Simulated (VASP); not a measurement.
# Sc (P6_3/mmc) in VASP: notebook, part 2 of 2

VASP 6.6.1.

## Step 3: Single point, PBE, non-collinear spin, zero start, spin-orbit coupling

File INCAR:

```
SYSTEM = Sc
PREC     = Accurate       ! precision mode
ENCUT    = 520            ! plane-wave cutoff, eV
EDIFF    = 1E-6           ! SCF threshold, eV
ISMEAR   = -1             ! smearing method
SIGMA    = 0.03           ! smearing width, eV
LREAL    = .False.        ! projectors in reciprocal space
LASPH    = .True.         ! aspherical terms in the spheres
NELM     = 150            ! most SCF steps
ALGO     = Normal         ! electronic algorithm
ISIF     = 2              ! what is computed and relaxed
LWAVE    = .False.        ! write WAVECAR
LCHARG   = .False.        ! write CHGCAR
MAGMOM   = 0 0 0 0 0 0    ! initial moments
LORBIT   = 11             ! projections on sites
LSORBIT  = .True.         ! spin-orbit coupling
GGA_COMPAT= .False.      
LORBMOM  = .True.       
LMAXMIX  = 4              ! l up to which the mixer works
GGA      = PE             ! functional
NBANDS   = 34             ! bands
```

File KPOINTS:

```
regular mesh
0
Gamma
  13 13 7
  0 0 0
```

File POSCAR:

```
Sc
1.0
    3.3087978973      0.0000000000      0.0000000000
   -1.6543989486      2.8655030350      0.0000000000
    0.0000000000      0.0000000000      5.2680000000
Sc
2
Direct
    0.3333333333      0.6666666667      0.2500000000
    0.6666666667      0.3333333333      0.7500000000
```

Potentials or basis: VASP PAW PBE potentials, release 64 (Sc_sv).

The run is started by

```
> cat potpaw_PBE.64/Sc_sv/POTCAR > POTCAR
> mpirun -np 1 vasp_ncl > vasp.out
```

OUTCAR:

```text
SYSTEM = Sc
   PREC = Accurate
   ENCUT = 520
   EDIFF = 1E-6
   ISMEAR = -1
   LREAL = .False.
   LASPH = .True.
   NELM = 150
   ISIF = 2
   LORBIT = 11
   LSORBIT = .True.
   GGA = PE

 ion  position               nearest neighbor table
   1  0.333  0.667  0.250-   2 3.25   2 3.25   2 3.25   2 3.25   2 3.25   2 3.25
   2  0.667  0.333  0.750-   1 3.25   1 3.25   1 3.25   1 3.25   1 3.25   1 3.25

  LATTYP: Found a hexagonal cell.
 ALAT       =     3.3087978973
 C/A-ratio  =     1.5921190002

  Lattice vectors:

 A1 = (   3.3087978973,   0.0000000000,   0.0000000000)
 A2 = (  -1.6543989486,   2.8655030350,   0.0000000000)
 A3 = (   0.0000000000,   0.0000000000,   5.2680000000)

Analysis of symmetry for initial positions (statically):
=====================================================================
 Subroutine PRICEL returns:
 Original cell was already a primitive cell.

 Routine SETGRP: Setting up the symmetry group for a
 hexagonal supercell.

 Subroutine GETGRP returns: Found 24 space group operations
 (whereof 12 operations were pure point group operations)
 out of a pool of 24 trial point group operations.

The static configuration has the point symmetry D_3d.
 The point group associated with its full space group is D_6h.

Analysis of symmetry for dynamics (positions and initial velocities):
=====================================================================
 Subroutine PRICEL returns:
 Original cell was already a primitive cell.

 Routine SETGRP: Setting up the symmetry group for a
 hexagonal supercell.

 Subroutine GETGRP returns: Found 24 space group operations
 (whereof 12 operations were pure point group operations)
 out of a pool of 24 trial point group operations.

The dynamic configuration has the point symmetry D_3d.
 The point group associated with its full space group is D_6h.

Analysis of structural, dynamic, and magnetic symmetry:
=====================================================================
 Subroutine PRICEL returns:
 Original cell was already a primitive cell.

 Routine SETGRP: Setting up the symmetry group for a
 hexagonal supercell.

 Subroutine GETGRP returns: Found 24 space group operations
 (whereof 12 operations were pure point group operations)
 out of a pool of 24 trial point group operations.

The overall configuration has the point symmetry D_3d.
 The point group associated with its full space group is D_6h.

 Subroutine INISYM returns: Found 24 space group operations
 (whereof 12 operations are pure point group operations),
 and found     1 'primitive' translations

----------------------------------------------------------------------------------------

                                     Primitive cell

  volume of cell :      49.9479

  direct lattice vectors                    reciprocal lattice vectors
     3.308797897  0.000000000  0.000000000     0.302224563  0.174489433  0.000000000
    -1.654398949  2.865503035  0.000000000     0.000000000  0.348978866  0.000000000
[... 1036 lines left out ...]

  FORCE on cell =-STRESS in cart. coord.  units (eV):
  Direction    XX          YY          ZZ          XY          YZ          ZX
  --------------------------------------------------------------------------------------
  -------------------------------------------------------------------------------------
  Total       -0.0269666     -0.0269666     -0.5563092     -0.0000000     -0.0000000      0.0000000
  in kB       -0.8650084     -0.8650084    -17.8447295     -0.0000000     -0.0000000      0.0000000
  external PRESSURE =      -6.5249154 kB  Pullay stress =       0.0000000 kB

 VOLUME and BASIS-vectors are now :
 -----------------------------------------------------------------------------
  energy-cutoff  :      520.00
  volume of cell :       49.95
      direct lattice vectors                 reciprocal lattice vectors
     3.308797897  0.000000000  0.000000000     0.302224563  0.174489433  0.000000000
    -1.654398949  2.865503035  0.000000000     0.000000000  0.348978866  0.000000000
     0.000000000  0.000000000  5.268000000     0.000000000  0.000000000  0.189825361

 POSITION                                       TOTAL-FORCE (eV/Angst)
 -----------------------------------------------------------------------------------
     -0.00000      1.91034      1.31700         0.000000     -0.000000      0.000000
      1.65440      0.95517      3.95100         0.000000      0.000000      0.000000
 -----------------------------------------------------------------------------------
    total drift:                               -0.000000      0.000000     -0.000000

  FREE ENERGIE OF THE ION-ELECTRON SYSTEM (eV)
  ---------------------------------------------------
  free  energy   TOTEN  =       -12.5055574266 eV

  energy  without entropy=      -12.4918903845  energy(sigma->0) =      -12.49872391

 orbital moment (x)

 # of ion     p       d       tot
 ----------------------------------------
  1         0.000  -0.000  -0.000
  2         0.000  -0.000  -0.000
 ----------------------------------------
            0.000  -0.000  -0.000

 orbital moment (y)

 # of ion     p       d       tot
 ----------------------------------------
  1        -0.000  -0.000  -0.000
  2        -0.000  -0.000  -0.000
 ----------------------------------------
           -0.000  -0.000  -0.000

 orbital moment (z)

 # of ion     p       d       tot
 ----------------------------------------
  1         0.000  -0.000  -0.000
  2         0.000  -0.000  -0.000
 ----------------------------------------
            0.000  -0.000  -0.000

 Spin-Orbit-Coupling matrix elements

 Ion:    1  E_soc:     -0.0072227
 l=   1
     0.0000000    -0.0011856    -0.0011852
    -0.0011856     0.0000000    -0.0011856
    -0.0011852    -0.0011856     0.0000000
 l=   2
     0.0000000    -0.0000032     0.0000000    -0.0000032    -0.0000134
    -0.0000032     0.0000000    -0.0000125    -0.0000038    -0.0000032
     0.0000000    -0.0000125     0.0000000    -0.0000125     0.0000000
    -0.0000032    -0.0000038    -0.0000125     0.0000000    -0.0000032
    -0.0000134    -0.0000032     0.0000000    -0.0000032     0.0000000
 l=   3
     0.0000000     0.0000000     0.0000000     0.0000000     0.0000000     0.0000000     0.0000000
     0.0000000     0.0000000     0.0000000     0.0000000     0.0000000     0.0000000     0.0000000
     0.0000000     0.0000000     0.0000000     0.0000000     0.0000000     0.0000000     0.0000000
     0.0000000     0.0000000     0.0000000     0.0000000     0.0000000     0.0000000     0.0000000
     0.0000000     0.0000000     0.0000000     0.0000000     0.0000000     0.0000000     0.0000000
     0.0000000     0.0000000     0.0000000     0.0000000     0.0000000     0.0000000     0.0000000
     0.0000000     0.0000000     0.0000000     0.0000000     0.0000000     0.0000000     0.0000000

 Ion:    2  E_soc:     -0.0072227
 l=   1
     0.0000000    -0.0011856    -0.0011852
    -0.0011856     0.0000000    -0.0011856
    -0.0011852    -0.0011856     0.0000000
 l=   2
     0.0000000    -0.0000032     0.0000000    -0.0000032    -0.0000134
    -0.0000032     0.0000000    -0.0000125    -0.0000038    -0.0000032
     0.0000000    -0.0000125     0.0000000    -0.0000125     0.0000000
    -0.0000032    -0.0000038    -0.0000125     0.0000000    -0.0000032
    -0.0000134    -0.0000032     0.0000000    -0.0000032     0.0000000
 l=   3
     0.0000000     0.0000000     0.0000000     0.0000000     0.0000000     0.0000000     0.0000000
     0.0000000     0.0000000     0.0000000     0.0000000     0.0000000     0.0000000     0.0000000
     0.0000000     0.0000000     0.0000000     0.0000000     0.0000000     0.0000000     0.0000000
     0.0000000     0.0000000     0.0000000     0.0000000     0.0000000     0.0000000     0.0000000
     0.0000000     0.0000000     0.0000000     0.0000000     0.0000000     0.0000000     0.0000000
     0.0000000     0.0000000     0.0000000     0.0000000     0.0000000     0.0000000     0.0000000
     0.0000000     0.0000000     0.0000000     0.0000000     0.0000000     0.0000000     0.0000000

 total charge

# of ion       s       p       d       tot
------------------------------------------
    1        2.272   6.102   0.992   9.365
    2        2.272   6.102   0.992   9.365
--------------------------------------------------
tot          4.543  12.203   1.984  18.730

 magnetization (x)

# of ion       s       p       d       tot
------------------------------------------
    1        0.000  -0.000   0.000  -0.000
    2        0.000  -0.000   0.000  -0.000
--------------------------------------------------
tot          0.000  -0.000   0.000  -0.000

 magnetization (y)

# of ion       s       p       d       tot
------------------------------------------
    1        0.000  -0.000   0.000  -0.000
    2        0.000  -0.000   0.000  -0.000
--------------------------------------------------
tot          0.000  -0.000   0.000  -0.000

 magnetization (z)

# of ion       s       p       d       tot
------------------------------------------
    1        0.000   0.000   0.000   0.000
    2        0.000   0.000   0.000   0.000
--------------------------------------------------
tot          0.000   0.000   0.000   0.000
```

Wall time 3.4 min (1 thread of Oxide Virtual Turin-like, shared host); peak memory 0.38 GiB.

What came out:

- Free energy: -12.5056 eV
- Pressure: -0.7 GPa
- Net moment: 0.00 μB per cell
- Valence electrons inside the program's atomic spheres: Sc 9.37

Moments on the atoms (μB; x, y, z):
```
Sc  0.00 0.00 0.00
Sc  0.00 0.00 0.00
```
